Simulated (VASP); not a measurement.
Na, 2 atoms in the cell. It takes space group P6_3/mmc (No. 194, hexagonal). Conventional cell: a = 2.888 Å, b = 2.888 Å, c = 4.709 Å, α = 90.00°, β = 90.00°, γ = 120.00°. Na (site symmetry -6m2) has 12 Na at 2.89 Å within 3.8 Å. This isn't the form of Na at room conditions, which is bcc.

| Property | Result |
| --- | --- |
| Program | VASP 6.6.1 |
| Task | single point |
| Functional | LDA |
| Potentials or basis | VASP PAW LDA potentials, release 64 (Na_pv) |
| Cutoff | 520 eV |
| k mesh | 15 × 15 × 8 |
| Occupations | fermi-dirac, width 0.1 eV |
| Spin | no spin polarisation |
| Dipole correction | no |
| Further INCAR settings | ALGO = Normal; EDIFF = 1e-06; NBANDS = 14 |

Potentials or basis: VASP PAW LDA potentials, release 64 (Na_pv).

The run is started by

```bash
$ cat potpaw_LDA.64/Na_pv/POTCAR > POTCAR
$ mpirun -np 1 vasp_std > vasp.out
```

Hardware: 1 thread of Intel Xeon 8259CL, on a shared host.

**Question.** How long does it take, and how much memory?

**Answer.** Wall time 38 s on 1 thread of Intel Xeon 8259CL (shared host), peak memory 0.16 GiB. Counts: scf iterations 10, k points 135.
